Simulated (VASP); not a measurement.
Wanted: the native input for a VASP 6.6.1 run.

* Task: single point
* Functional: revPBE
* Potentials or basis: VASP PAW PBE potentials, release 64 (La)
* Cutoff: 520 eV
* k mesh: 11 × 11 × 11
* Occupations: fermi-dirac, width 0.1 eV
* Spin: no spin polarisation
* Dipole correction: no
* Further INCAR settings: ALGO = Normal; EDIFF = 1e-06; NBANDS = 12

The structure of La lies in POSCAR:

```
La
1.0
    0.0000000000      2.6101097067      2.6101097067
    2.6101097067      0.0000000000      2.6101097067
    2.6101097067      2.6101097067      0.0000000000
La
1
Direct
    0.0000000000      0.0000000000      0.0000000000
```

This isn't the form of La at room conditions, which is double hcp.

These files were run (other wordings do the same):

INCAR

```
ALGO = Normal
EDIFF = 1E-6
ENCUT = 520
GGA = RE
ISIF = 2
ISMEAR = -1
LASPH = T
LCHARG = F
LREAL = F
LWAVE = F
NBANDS = 12
NELM = 100
PREC = Accurate
SIGMA = 0.1
```

KPOINTS

```
k-points
0
Gamma
  11 11 11
```

Potentials or basis: VASP PAW PBE potentials, release 64 (La).

Launch:

```bash
$ cat potpaw_PBE.64/La/POTCAR > POTCAR
$ mpirun -np 1 vasp_std > vasp.out
```

Results of the run:

| Property | Result |
| --- | --- |
| Pressure | 2.2 GPa |
| Band gap on the k mesh | zero (an odd number of electrons rules out a gap without spin polarisation) |

Caveat: the PAW data sets were made with another functional, which shifts forces and pressure a little; spin-orbit coupling is left out, which moves the levels of the heavy elements.

Wall time 43 s on 1 thread of Intel(R) Xeon(R) Platinum 8259CL CPU @ 2.50GHz (Skylake/Cascade Lake) (shared host), peak memory 0.18 GiB.
